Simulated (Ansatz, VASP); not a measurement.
WS2 in VASP and in Ansatz

INCAR

```
ALGO = Normal
EDIFF = 1E-6
ENCUT = 520
GGA = CA
ISIF = 2
ISMEAR = -1
LASPH = True
LCHARG = True
LELF = True
LREAL = False
LVHAR = True
LWAVE = False
NBANDS = 20
NELM = 100
PREC = Accurate
SIGMA = 0.05
```

Contents of KPOINTS:

```
k-points
0
Gamma
  10 10 10
```

File POSCAR:

```
WS2
1.0
    1.6099686466      0.9295158316      6.2842136955
   -1.6099686466      0.9295158316      6.2842136955
    0.0000000000     -1.8590316630      6.2842136955
W S
1 2
Direct
    0.0000000000      0.0000000000      0.0000000000
    0.5810000000      0.5810000000      0.5810000000
    0.7503000000      0.7503000000      0.7503000000
```

File input.yaml:

```yaml
crystal:
  lattice:
    - [1.6099686466, 0.9295158316, 6.2842136955]
    - [-1.6099686466, 0.9295158316, 6.2842136955]
    - [0.0, -1.859031663, 6.2842136955]
  atoms:
    - { symbol: W, position: [0.0, 0.0, 0.0] }
    - { symbol: S, position: [0.581, 0.581, 0.581] }
    - { symbol: S, position: [0.7503, 0.7503, 0.7503] }
kpoints:
  mp_grid: { grid: [10, 10, 10] }
scf:
  occupations: { method: fermi_dirac, width: 0.05 }
hamiltonian:
  xc: lda
  pseudopotentials: { kind: all_electron, lapw: { basis_error: 0.002 } }
output:
  forces: true
  stress: true
  eigenvalues: true
```

Change from the starting cell: volume scaled by 1.06.

Alike in both runs: task single point; functional LDA; k mesh 10 × 10 × 10; occupations fermi-dirac, width 0.05 eV; no spin polarisation.

```csv
,VASP,Ansatz
version,VASP 6.6.1,Ansatz 0.2.0
potentials or method,"VASP PAW LDA potentials, release 64 (W_sv, S), cutoff 520 eV","all-electron LAPW, scalar-relativistic"
```

|  | VASP | Ansatz | Ansatz less VASP |
| --- | --- | --- | --- |
| gap on the k mesh at the Fermi level (eV) | 1.04 | 1.04 | -0.004 |
| least direct gap on the mesh (eV) | 2.06 | 2.05 | -0.007 |
| pressure (GPa) | -11.6 | -11.8 | -0.25 |
| traceless stress, the component that is largest in VASP (GPa) | -0.21 | -0.25 | -0.038 |
| rms of the force components (eV/Å) | 0.586 | 0.602 | +0.0159 |

LDA's correlation is that of Perdew and Zunger in VASP and of Perdew and Wang (1992) in Ansatz. Atom by atom the forces differ by 0.017 eV/Å (rms over components). Ansatz ran all-electron here, and VASP with PAW potentials.

Neither program's run includes spin-orbit coupling.
